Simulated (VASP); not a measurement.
# Ge2F3 (Pm-3m) in VASP: further runs, part 2 of 2

VASP 6.6.1.

## 4. Relaxation of cell and atoms, PBE

INCAR

```
SYSTEM = Ge2F3
PREC = Accurate
ENCUT = 600
EDIFF = 1E-7
ISMEAR = 0
SIGMA = 0.1
LREAL = .FALSE.
LASPH = .TRUE.
NELM = 120
ALGO = Normal
ISIF = 3
LWAVE = .FALSE.
LCHARG = .FALSE.
GGA = PE
IBRION = 2
NSW = 100
EDIFFG = -0.01
GGA_COMPAT = .FALSE.
NELMIN = 4
```

KPOINTS

```
regular mesh
0
G
  8 8 8
  0 0 0
```

POSCAR

```
Ge2F3
1.0
    4.4032028236      0.0000000000      0.0000000000
    0.0000000000      4.4032028236      0.0000000000
    0.0000000000      0.0000000000      4.4032028236
Ge F
2 3
Direct
    0.0000000000      0.0000000000      0.0000000000
    0.5000000000      0.5000000000      0.5000000000
    0.0000000000      0.5000000000      0.5000000000
    0.5000000000      0.0000000000      0.5000000000
    0.5000000000      0.5000000000      0.0000000000
```

Potentials or basis: VASP PAW PBE potentials, release 64 (Ge_d, F).

Launch:

```
$ cat potpaw_PBE.64/Ge_d/POTCAR potpaw_PBE.64/F/POTCAR > POTCAR
$ mpirun -np 1 vasp_std > vasp.out
```

OUTCAR:

```text
SYSTEM = Ge2F3
   PREC = Accurate
   ENCUT = 600
   EDIFF = 1E-7
   ISMEAR = 0
   LREAL = .FALSE.
   LASPH = .TRUE.
   NELM = 120
   ISIF = 3
   GGA = PE
   IBRION = 2
   NSW = 100
   EDIFFG = -0.01
   NELMIN = 4

 ion  position               nearest neighbor table
   1  0.000  0.000  0.000-
   2  0.500  0.500  0.500-   3 2.20   4 2.20   5 2.20   5 2.20   4 2.20   3 2.20
   3  0.000  0.500  0.500-   2 2.20   2 2.20
   4  0.500  0.000  0.500-   2 2.20   2 2.20
   5  0.500  0.500  0.000-   2 2.20   2 2.20

  LATTYP: Found a simple cubic cell.
 ALAT       =     4.4032028236

  Lattice vectors:

 A1 = (   4.4032028236,   0.0000000000,   0.0000000000)
 A2 = (   0.0000000000,   4.4032028236,   0.0000000000)
 A3 = (   0.0000000000,   0.0000000000,   4.4032028236)

Analysis of symmetry for initial positions (statically):
=====================================================================
 Subroutine PRICEL returns:
 Original cell was already a primitive cell.

 Routine SETGRP: Setting up the symmetry group for a
 simple cubic supercell.

 Subroutine GETGRP returns: Found 48 space group operations
 (whereof 48 operations were pure point group operations)
 out of a pool of 48 trial point group operations.

The static configuration has the point symmetry O_h .

Analysis of symmetry for dynamics (positions and initial velocities):
=====================================================================
 Subroutine PRICEL returns:
 Original cell was already a primitive cell.

 Routine SETGRP: Setting up the symmetry group for a
 simple cubic supercell.

 Subroutine GETGRP returns: Found 48 space group operations
 (whereof 48 operations were pure point group operations)
 out of a pool of 48 trial point group operations.

The dynamic configuration has the point symmetry O_h .

 Subroutine INISYM returns: Found 48 space group operations
 (whereof 48 operations are pure point group operations),
 and found     1 'primitive' translations

----------------------------------------------------------------------------------------

                                     Primitive cell

  volume of cell :      85.3702

  direct lattice vectors                    reciprocal lattice vectors
     4.403202824  0.000000000  0.000000000     0.227107413  0.000000000  0.000000000
     0.000000000  4.403202824  0.000000000     0.000000000  0.227107413  0.000000000
     0.000000000  0.000000000  4.403202824     0.000000000  0.000000000  0.227107413

  length of vectors
     4.403202824  4.403202824  4.403202824     0.227107413  0.227107413  0.227107413

  position of ions in fractional coordinates (direct lattice)
     0.000000000  0.000000000  0.000000000
     0.500000000  0.500000000  0.500000000
     0.000000000  0.500000000  0.500000000
[... 110 lines left out ...]
   IVDW    =     0    specifies the selected vdW correction
   LEPSILON=     F    determine dielectric tensor
   LRPA    =     F    only Hartree local field effects (RPA)
 conjugate gradient relaxation of ions
 non-spin polarized calculation
 Gauss-broadening in eV      SIGMA  =   0.10
  energy-cutoff  :      600.00
  volume of cell :       85.37
 maximum number of plane-waves:      2897
 NGX is ok and might be reduce to    36
   NGX = 17   NGY = 17   NGZ = 17

--------------------------------------- Ionic step        1  -------------------------------------------

 number of electron      48.9999990 magnetization

 Free energy of the ion-electron system (eV)
  ---------------------------------------------------
  ext. energy  EPLUGINS =         0.00000000
  ---------------------------------------------------
  free energy    TOTEN  =       -20.55919322 eV

  energy without entropy =      -20.53376134  energy(sigma->0) =      -20.54647728

------------------------ aborting loop because EDIFF is reached ----------------------------------------

  FORCE on cell =-STRESS in cart. coord.  units (eV):
  Direction    XX          YY          ZZ          XY          YZ          ZX
  --------------------------------------------------------------------------------------
  -------------------------------------------------------------------------------------
  Total       -0.0694166     -0.0694166     -0.0694166      0.0000000      0.0000000      0.0000000
  in kB       -1.3027695     -1.3027695     -1.3027695      0.0000000      0.0000000      0.0000000
  external PRESSURE =      -1.3027695 kB  Pullay stress =       0.0000000 kB

 VOLUME and BASIS-vectors are now :
 -----------------------------------------------------------------------------
  energy-cutoff  :      600.00
  volume of cell :       85.37
      direct lattice vectors                 reciprocal lattice vectors
     4.403202824  0.000000000  0.000000000     0.227107413  0.000000000  0.000000000
     0.000000000  4.403202824  0.000000000     0.000000000  0.227107413  0.000000000
     0.000000000  0.000000000  4.403202824     0.000000000  0.000000000  0.227107413

 POSITION                                       TOTAL-FORCE (eV/Angst)
 -----------------------------------------------------------------------------------
      0.00000      0.00000      0.00000         0.000000      0.000000      0.000000
      2.20160      2.20160      2.20160         0.000000      0.000000      0.000000
      0.00000      2.20160      2.20160         0.000000      0.000000      0.000000
      2.20160      0.00000      2.20160         0.000000      0.000000      0.000000
      2.20160      2.20160      0.00000         0.000000      0.000000      0.000000
 -----------------------------------------------------------------------------------
    total drift:                                0.000000      0.000000      0.000000

  FREE ENERGIE OF THE ION-ELECTRON SYSTEM (eV)
  ---------------------------------------------------
  free  energy   TOTEN  =       -20.5591932198 eV

  energy  without entropy=      -20.5337613355  energy(sigma->0) =      -20.54647728

--------------------------------------- Ionic step        2  -------------------------------------------

 number of electron      48.9999991 magnetization

 Free energy of the ion-electron system (eV)
  ---------------------------------------------------
  ext. energy  EPLUGINS =         0.00000000
  ---------------------------------------------------
  free energy    TOTEN  =       -20.55927717 eV

  energy without entropy =      -20.53384340  energy(sigma->0) =      -20.54656028

 E-fermi :   3.0949     XC(G=0):  -9.3670

 val. band max:        3.0836074525   @ k =   0.3750   0.3750   0.0000
 cond. band min:       3.0967309995   @ k =   0.5000   0.3750   0.1250
 fundamental gap:      0.0131235470
 Fermi energy:         3.0948560078

 k-point     1 :       0.0000    0.0000    0.0000
  band No.  band energies     occupation
      1     -23.4962      2.00000
      2     -23.4962      2.00000
      3     -23.4947      2.00000
      4     -23.4947      2.00000
      5     -23.4947      2.00000
      6     -22.1270      2.00000
[... 757 lines left out ...]
     28       6.6237      0.00000
     29       6.8806      0.00000

 [... further k-points ...]
[... 5 lines left out ...]
  --------------------------------------------------------------------------------------
  -------------------------------------------------------------------------------------
  Total       -0.0152468     -0.0152468     -0.0152468     -0.0000000      0.0000000     -0.0000000
  in kB       -0.2867185     -0.2867185     -0.2867185     -0.0000000      0.0000000     -0.0000000
  external PRESSURE =      -0.2867185 kB  Pullay stress =       0.0000000 kB

 VOLUME and BASIS-vectors are now :
 -----------------------------------------------------------------------------
  energy-cutoff  :      600.00
  volume of cell :       85.20
      direct lattice vectors                 reciprocal lattice vectors
     4.400253700  0.000000000  0.000000000     0.227259624 -0.000000000 -0.000000000
     0.000000000  4.400253700  0.000000000    -0.000000000  0.227259624 -0.000000000
     0.000000000  0.000000000  4.400253700    -0.000000000 -0.000000000  0.227259624

 POSITION                                       TOTAL-FORCE (eV/Angst)
 -----------------------------------------------------------------------------------
      0.00000      0.00000      0.00000        -0.000000     -0.000000      0.000000
      2.20013      2.20013      2.20013         0.000000      0.000000      0.000000
      0.00000      2.20013      2.20013         0.000000     -0.000000      0.000000
      2.20013      0.00000      2.20013        -0.000000      0.000000      0.000000
      2.20013      2.20013      0.00000        -0.000000     -0.000000      0.000000
 -----------------------------------------------------------------------------------
    total drift:                                0.000000      0.000000      0.000000

  FREE ENERGIE OF THE ION-ELECTRON SYSTEM (eV)
  ---------------------------------------------------
  free  energy   TOTEN  =       -20.5592771671 eV

  energy  without entropy=      -20.5338433967  energy(sigma->0) =      -20.54656028

 reached required accuracy - stopping structural energy minimisation
```

CONTCAR:

```text
Ge2F3
   1.00000000000000
     4.4002537001413939    0.0000000000000000    0.0000000000000000
     0.0000000000000000    4.4002537001413939    0.0000000000000000
     0.0000000000000000    0.0000000000000000    4.4002537001413939
  Ge              F
     2     3
Direct
     0.0000000000000000    0.0000000000000000    0.0000000000000000
     0.5000000000000000    0.5000000000000000    0.5000000000000000
     0.0000000000000000    0.5000000000000000    0.5000000000000000
     0.5000000000000000    0.0000000000000000    0.5000000000000000
     0.5000000000000000    0.5000000000000000    0.0000000000000000

  0.00000000E+00  0.00000000E+00  0.00000000E+00
  0.00000000E+00  0.00000000E+00  0.00000000E+00
  0.00000000E+00  0.00000000E+00  0.00000000E+00
  0.00000000E+00  0.00000000E+00  0.00000000E+00
  0.00000000E+00  0.00000000E+00  0.00000000E+00
```

Wall time 1.8 min (1 thread of Intel Xeon Platinum 8559C (Emerald Rapids), shared host); peak memory 0.25 GiB.

What came out:

```
Free energy                            : -20.5593 eV
Relaxed volume                         : 17.04 Å³/atom
Relaxed cell                           : a = 4.400 Å, b = 4.400 Å, c = 4.400 Å, α = 90.00°, β = 90.00°, γ = 90.00°
Space group after relaxing (to 0.05 Å) : Pm-3m (No. 221)
Energy gained by relaxing              : 0.0 meV/atom
Ionic steps                            : 2
Pressure after relaxing                : 0.0 GPa
```

Final structure:
```
Ge F
1.0
     4.40025    0.00000    0.00000
     0.00000    4.40025    0.00000
     0.00000    0.00000    4.40025
Ge F
2 3
Direct
  0.00000 0.00000 0.00000
  0.50000 0.50000 0.50000
  0.00000 0.50000 0.50000
  0.50000 0.00000 0.50000
  0.50000 0.50000 0.00000
```

Levels at points of the mesh, in eV from the Fermi level:
| k point | band 20 | band 21 | band 22 | band 23 | band 24 | band 25 | band 26 | band 27 | band 28 | band 29 |
| --- | --- | --- | --- | --- | --- | --- | --- | --- | --- | --- |
| (0.00, 0.00, 0.00) | -4.99 | -4.99 | -4.87 | -4.87 | -4.87 | 1.19 | 1.19 | 1.19 | 6.42 | 6.42 |
| (0.50, 0.00, 0.00) | -4.99 | -4.87 | -4.87 | -4.78 | -2.57 | -0.48 | 0.91 | 0.91 | 3.41 | 5.59 |
| (0.50, 0.50, 0.00) | -5.08 | -5.08 | -5.06 | -4.48 | -1.00 | -0.15 | -0.15 | 0.65 | 3.70 | 3.70 |
| (0.50, 0.50, 0.50) | -5.37 | -4.47 | -4.47 | -4.47 | 0.27 | 0.68 | 0.68 | 0.68 | 2.25 | 2.25 |

Caveat: an odd number of electrons without spin polarisation forces a metal; a magnetic or distorted state may lie lower.
